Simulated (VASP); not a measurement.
Wanted: the native input for a VASP 6.6.1 run.

- Task: electric field gradients
- Functional: PBE
- Potentials or basis: VASP PAW PBE potentials, release 64 (Re)
- Cutoff: 520 eV
- k mesh: 18 × 18 × 10
- Occupations: fermi-dirac, width 0.05 eV
- Spin: no spin polarisation
- Dipole correction: no
- Further INCAR settings: ALGO = Normal; EDIFF = 1e-08; NBANDS = 14

The structure of Re lies in POSCAR:

```
Re
1.0
    2.6371536987      0.0000000000      0.0000000000
   -1.3185768494      2.2838420967      0.0000000000
    0.0000000000      0.0000000000      4.2167694387
Re
2
Direct
    0.3333333333      0.6666666667      0.2500000000
    0.6666666667      0.3333333333      0.7500000000
```

This cell differs from its parent crystal: volume scaled by 1.04.

These files were run (other wordings do the same):

INCAR

```
SYSTEM = Re
PREC     = Accurate       ! precision mode
ENCUT    = 520            ! plane-wave cutoff, eV
EDIFF    = 1E-8           ! SCF threshold, eV
ISMEAR   = -1             ! smearing method
SIGMA    = 0.05           ! smearing width, eV
LREAL    = .FALSE.        ! projectors in reciprocal space
LASPH    = .TRUE.         ! aspherical terms in the spheres
NELM     = 100            ! most SCF steps
ALGO     = Normal         ! electronic algorithm
ISIF     = 2              ! what is computed and relaxed
LWAVE    = .FALSE.        ! write WAVECAR
LCHARG   = .FALSE.        ! write CHGCAR
GGA      = PE             ! functional
LEFG     = .TRUE.       
NBANDS   = 14             ! bands
```

KPOINTS

```
regular mesh
0
G
  18 18 10
  0 0 0
```

Potentials or basis: VASP PAW PBE potentials, release 64 (Re).

Launch:

```sh
$ cat potpaw_PBE.64/Re/POTCAR > POTCAR
$ mpirun -np 1 vasp_std > vasp.out
```

It gave:

The pressure is 86.5 GPa and the band gap on the k mesh is zero (band 7 reaches 11.86 eV, above the bottom of band 8 at 7.59 eV).

Caveat: without QUAD_EFG the Cq values of the log hold for a quadrupole moment of 1 mb, not for the nuclei; spin-orbit coupling is left out, which moves the levels of the heavy elements.

Run time: 42 s on 1 thread of Intel(R) Xeon(R) 6975P-C (Granite Rapids) (shared host), peak memory 0.19 GiB.
